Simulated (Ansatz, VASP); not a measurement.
# One calculation of HfO2, two programs

```
Hf O
1.0
     0.07621    2.60540    2.60540
     2.60540    0.07621    2.60540
     2.60540    2.60540    0.07621
Hf O
1 2
Direct
  0.00000 0.00000 0.00000
  0.24873 0.24873 0.24873
  0.75127 0.75127 0.75127
```

Change from the starting cell: shear_111 strain +4.5%.

Alike in both runs: task single point; functional r2SCAN; k mesh 8 × 8 × 8; no spin polarisation.

|  | VASP | Ansatz |
| --- | --- | --- |
| version | VASP 6.6.1 | Ansatz 0.2.0 |
| potentials or method | VASP PAW PBE potentials, release 64 (Hf_pv, O) | plane waves, PAW |
| plane-wave cutoff (eV) | 520 | 500 |
| occupations | gaussian, width 0.01 eV | fixed |
| valence electrons in the cell | 22 | 38 |

```csv
,VASP,Ansatz,Ansatz less VASP
gap on the k mesh at the Fermi level (eV),4.20,4.20,0.000
pressure (GPa),-14.2,-10.6,+3.55
"traceless stress, the component that is largest in VASP (GPa)",-1.61,-1.74,-0.132
rms of the force components (eV/Å),0.016,0.000,-0.0160
```

VASP's potentials were made for PBE, not for r2SCAN. Atom by atom the forces differ by 0.016 eV/Å (rms over components). VASP's potentials hold 22 valence electrons a cell and Ansatz's 38, so a difference there can come from the potentials and not from the codes.

Spin-orbit coupling is off throughout.
